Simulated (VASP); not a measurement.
Wanted: the native input for a VASP 6.6.1 run.

- Task: single point
- Functional: PBE
- Potentials or basis: VASP PAW PBE potentials, release 64 (Sn_d)
- Cutoff: 520 eV
- k mesh: 8 × 8 × 8
- Occupations: fermi-dirac, width 0.03 eV
- Spin: no spin polarisation
- Dipole correction: no
- Further INCAR settings: ALGO = Fast; EDIFF = 1e-06; NBANDS = 13

The structure of Sn lies in POSCAR:

```
Sn
1.0
   -1.7265390000      1.7755470000      2.3383420000
    1.7265390000     -1.7755470000      2.3383420000
    1.7265390000      1.7755470000     -2.3383420000
Sn
1
Direct
    0.0000000000      0.0000000000      0.0000000000
```

The input as run:

INCAR

```
PREC = Accurate
ENCUT = 520
EDIFF = 1E-6
ISMEAR = -1
SIGMA = 0.03
LREAL = False
LASPH = True
NELM = 100
ALGO = Fast
ISIF = 2
LWAVE = False
LCHARG = False
GGA = PE
NBANDS = 13
```

KPOINTS

```
Automatic mesh
0
Gamma
  8 8 8
```

Potentials or basis: VASP PAW PBE potentials, release 64 (Sn_d).

Launch:

```bash
$ cat potpaw_PBE.64/Sn_d/POTCAR > POTCAR
$ mpirun -np 1 vasp_std > vasp.out
```

It gave:

```json
{"Pressure": "-1.2 GPa", "Band gap on the k mesh": "zero (bands 7 and 8 overlap by 8.57 eV)"}
```

Caveat: spin-orbit coupling is left out, which moves the levels of the heavy elements.

Run time: 76 s on 1 thread of AMD EPYC 7R13 (shared host), peak memory 0.14 GiB.
